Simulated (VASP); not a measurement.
In, 1 atom in the cell. Symmetry: Fm-3m, No. 225, cubic system. The conventional cell has a = 4.758 Å, b = 4.758 Å, c = 4.758 Å, α = 90.00°, β = 90.00°, γ = 90.00°. In (site symmetry m-3m) has 12 In at 3.36 Å within 4.4 Å. 

| Item | Value |
| --- | --- |
| Program | VASP 6.6.1 |
| Task | single point |
| Functional | r2SCAN |
| Potentials or basis | VASP PAW PBE potentials, release 64 (In_d) |
| Cutoff | 520 eV |
| k mesh | 12 × 12 × 12 |
| Occupations | fermi-dirac, width 0.1 eV |
| Spin | no spin polarisation |
| Dipole correction | no |
| Further INCAR settings | ALGO = Normal; EDIFF = 1e-06; NBANDS = 12 |

Potentials or basis: VASP PAW PBE potentials, release 64 (In_d).

Command:

```sh
$ cat potpaw_PBE.64/In_d/POTCAR > POTCAR
$ cp INCAR.step1 INCAR
$ mpirun -np 1 vasp_std > vasp.out
$ cp INCAR.step2 INCAR
$ mpirun -np 1 vasp_std > vasp.out
```

Hardware: 1 thread of AMD EPYC 7R43 64-Core Processor (Zen 3), with other jobs on the host.

Task: Estimate the wall time of this run.

Result: It took 2.8 min on 1 thread of AMD EPYC 7R43 64-Core Processor (Zen 3) (shared host), peak memory 0.13 GiB. Counts: k points 72.
